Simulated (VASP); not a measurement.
Input of a VASP 6.6.1 run:

Contents of INCAR:

```
PREC = Accurate ; ENCUT = 520
EDIFF = 1E-6 ; ISMEAR = 0
SIGMA = 0.05 ; LREAL = Auto
LASPH = T ; NELM = 60
ALGO = Fast ; ISIF = 2
LWAVE = F ; LCHARG = F
GGA = PE ; IBRION = 2
NSW = 70 ; EDIFFG = -0.02
```

File KPOINTS:

```
Automatic mesh
0
Gamma
  6 6 2
```

The input POSCAR:

```
Al12N11
1.0
    0.0000000000     -5.7405226851      0.0000000000
    4.9714384763      2.8702613426      0.0000000000
    0.0000000000      0.0000000000      8.3737655613
Al N
12 11
Direct
    0.3333333333      0.3333333333      0.3750000000
    0.3333333333      0.3333333333      0.8750000000
    0.6666666667      0.0000000000      0.3750000000
    0.6666666667      0.0000000000      0.8750000000
    0.0000000000      0.6666666667      0.3750000000
    0.0000000000      0.6666666667      0.8750000000
    0.6666666667      0.6666666667      0.1250000000
    0.6666666667      0.6666666667      0.6250000000
    1.0000000000      0.3333333333      0.1250000000
    1.0000000000      0.3333333333      0.6250000000
    0.3333333333      1.0000000000      0.1250000000
    0.3333333333      1.0000000000      0.6250000000
    0.3333333333      0.3333333333      0.6250000000
    0.6666666667      0.0000000000      0.1250000000
    0.6666666667      0.0000000000      0.6250000000
    0.0000000000      0.6666666667      0.1250000000
    0.0000000000      0.6666666667      0.6250000000
    0.6666666667      0.6666666667      0.3750000000
    0.6666666667      0.6666666667      0.8750000000
    1.3333333333      0.3333333333      0.1250000000
    1.0000000000      0.3333333333      0.8750000000
    0.3333333333      1.0000000000      0.3750000000
    0.3333333333      1.0000000000      0.8750000000
```

Potentials or basis: VASP PAW PBE potentials, release 64 (Al, N).

The run is started by

```bash
$ cat potpaw_PBE.64/Al/POTCAR potpaw_PBE.64/N/POTCAR > POTCAR
$ mpirun -np 1 vasp_std > vasp.out
```

**Question.** Estimate the band gap on the k mesh.

**Answer.** Zero (an odd number of electrons rules out a gap without spin polarisation).

**Question.** Predict the energy gained by relaxing.

**Answer.** 6.2 meV/atom.

Final structure:
```
CELL_PARAMETERS angstrom
0.00000 -5.74052 0.00000
4.97144 2.87026 0.00000
0.00000 0.00000 8.37377
ATOMIC_POSITIONS crystal
Al 0.31884 0.33333 0.37500
Al 0.33787 0.33333 0.87500
Al 0.68116 0.01449 0.37500
Al 0.66213 0.99546 0.87500
Al 0.00000 0.65218 0.37500
Al 0.00000 0.67121 0.87500
Al 0.66667 0.66667 0.13258
Al 0.66667 0.66667 0.61742
Al 0.00000 0.33333 0.11294
Al 0.00000 0.33333 0.63706
Al 0.33333 0.00000 0.13258
Al 0.33333 0.00000 0.61742
N 0.33009 0.33333 0.62521
N 0.66991 0.00324 0.12479
N 0.66991 0.00324 0.62521
N 0.00000 0.66343 0.12479
N 0.00000 0.66343 0.62521
N 0.66667 0.66667 0.37500
N 0.66667 0.66667 0.87500
N 0.33009 0.33333 0.12479
N 0.00000 0.33333 0.87500
N 0.33333 0.00000 0.37500
N 0.33333 0.00000 0.87500
```

Caveat: the k points lie up to 0.38 Å⁻¹ apart, too coarse for converged energies and pressures of a metal; the cell differs from its parent crystal (atoms taken out); an odd number of electrons without spin polarisation forces a metal; a magnetic or distorted state may lie lower.
